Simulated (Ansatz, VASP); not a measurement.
# One calculation of AlRu, two programs

```
CELL_PARAMETERS angstrom
2.74108 0.00000 0.00000
0.00000 2.74108 0.00000
0.00000 0.00000 3.56341
ATOMIC_POSITIONS crystal
Al 0.00000 0.00000 0.00000
Ru 0.50000 0.50000 0.50000
```

Alike in both runs: task single point; functional r2SCAN; k mesh 18 × 18 × 18; occupations gaussian, width 0.15 eV; no spin polarisation.

|  | VASP | Ansatz |
| --- | --- | --- |
| version | VASP 6.6.1 | Ansatz 0.2.0 |
| potentials or method | VASP PAW PBE potentials, release 64 (Al, Ru_pv), cutoff 520 eV | scalar-relativistic, plane waves, PAW |
| valence electrons in the cell | 17 | 19 |

Ansatz gave:

| Quantity | Value |
| --- | --- |
| gap on the k mesh at the Fermi level (eV) | none |
| pressure (GPa) | 4.3 |
| traceless stress, the component that is largest in VASP (GPa) | -16.08 |

What did VASP give for the same quantities?

gap on the k mesh at the Fermi level (eV): none; pressure (GPa): 4.5; traceless stress, the component that is largest in VASP (GPa): -16.20.

VASP's potentials were made for PBE, not for r2SCAN. A gap of «none» marks a metal or a gap that the smearing closes. With one functional, cell and mesh, what is left measures potentials, basis and numerics. VASP's potentials hold 17 valence electrons a cell and Ansatz's 19, so a difference there can come from the potentials and not from the codes.
